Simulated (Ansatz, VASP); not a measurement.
**MgAlGaC6N6 in VASP and in Ansatz**

The input INCAR:

```
  PREC = Accurate
  ENCUT = 600
  EDIFF = 1E-7
  ISMEAR = 0
  SIGMA = 0.02
  LREAL = Auto
  LASPH = True
  NELM = 100
  ALGO = Normal
  ISIF = 3
  LWAVE = False
  LCHARG = False
  GGA = PE
  IBRION = 2
  NSW = 100
  EDIFFG = -0.01
```

The input KPOINTS:

```
regular mesh
0
Gamma
  6 6 6
```

File POSCAR:

```
MgAlGaC6N6
1.0
    0.0000000000      5.2943470379      5.2943470379
    5.2943470379      0.0000000000      5.2943470379
    5.2943470379      5.2943470379      0.0000000000
Mg Al Ga C N
1 1 1 6 6
Direct
    0.2500000000      0.2500000000      0.2500000000
    0.5000000000      0.5000000000      0.5000000000
    0.0000000000      0.0000000000      0.0000000000
    0.7965509088      0.2034490912      0.2034490912
    0.7965509088      0.2034490912      0.7965509088
    0.7965509088      0.7965509088      0.2034490912
    0.2034490912      0.7965509088      0.7965509088
    0.2034490912      0.7965509088      0.2034490912
    0.2034490912      0.2034490912      0.7965509088
    0.6866255803      0.3133744197      0.3133744197
    0.6866255803      0.3133744197      0.6866255803
    0.6866255803      0.6866255803      0.3133744197
    0.3133744197      0.6866255803      0.6866255803
    0.3133744197      0.6866255803      0.3133744197
    0.3133744197      0.3133744197      0.6866255803
```

Input for Ansatz:

```yaml
crystal:
  lattice:
    - [0.0, 5.2943470379, 5.2943470379]
    - [5.2943470379, 0.0, 5.2943470379]
    - [5.2943470379, 5.2943470379, 0.0]
  atoms:
    - { symbol: Mg, position: [0.25, 0.25, 0.25] }
    - { symbol: Al, position: [0.5, 0.5, 0.5] }
    - { symbol: Ga, position: [0.0, 0.0, 0.0] }
    - { symbol: C, position: [0.7965509088, 0.2034490912, 0.2034490912] }
    - { symbol: C, position: [0.7965509088, 0.2034490912, 0.7965509088] }
    - { symbol: C, position: [0.7965509088, 0.7965509088, 0.2034490912] }
    - { symbol: C, position: [0.2034490912, 0.7965509088, 0.7965509088] }
    - { symbol: C, position: [0.2034490912, 0.7965509088, 0.2034490912] }
    - { symbol: C, position: [0.2034490912, 0.2034490912, 0.7965509088] }
    - { symbol: "N", position: [0.6866255803, 0.3133744197, 0.3133744197] }
    - { symbol: "N", position: [0.6866255803, 0.3133744197, 0.6866255803] }
    - { symbol: "N", position: [0.6866255803, 0.6866255803, 0.3133744197] }
    - { symbol: "N", position: [0.3133744197, 0.6866255803, 0.6866255803] }
    - { symbol: "N", position: [0.3133744197, 0.6866255803, 0.3133744197] }
    - { symbol: "N", position: [0.3133744197, 0.3133744197, 0.6866255803] }
basis:
  ecutwfc: 420
kpoints:
  mp_grid: { grid: [6, 6, 6] }
hamiltonian:
  xc: pbe
scf:
  occupations: { method: gaussian, width: 0.02 }
output:
  forces: true
  stress: true
  eigenvalues: true
relax:
  adjacent_minimum: "off"
  f_tol: 0.01
  max_steps: 80
  cell: { stress_tol: 0.05 }
```

Alike in both runs: task relaxation of cell and atoms; functional PBE; k mesh 6 × 6 × 6; occupations gaussian, width 0.02 eV; no spin polarisation.

|  | VASP | Ansatz |
| --- | --- | --- |
| version | VASP 6.6.1 | Ansatz 0.2.0 |
| potentials or method | VASP PAW PBE potentials, release 64 (Mg, Al, Ga_d, C, N), cutoff 600 eV | scalar-relativistic, plane waves, PAW |
| valence electrons in the cell | 72 | 80 |

Ansatz gave:

```
gap on the k mesh at the Fermi level, each at its own relaxed structure (eV)  : 1.05
relaxed volume (Å³/atom)                                                      : 19.81
relaxed length of the cell vector where the two differ most in proportion (Å) : 7.490
```

**Question.** Estimate VASP's values.

**Answer.** gap on the k mesh at the Fermi level, each at its own relaxed structure (eV): 1.03; relaxed volume (Å³/atom): 19.80; relaxed length of the cell vector where the two differ most in proportion (Å): 7.489.

VASP's potentials hold 72 valence electrons a cell and Ansatz's 80, so a difference there can come from the potentials and not from the codes.

Noted on VASP's run: the standard files for N, O and F lose accuracy on very short bonds.
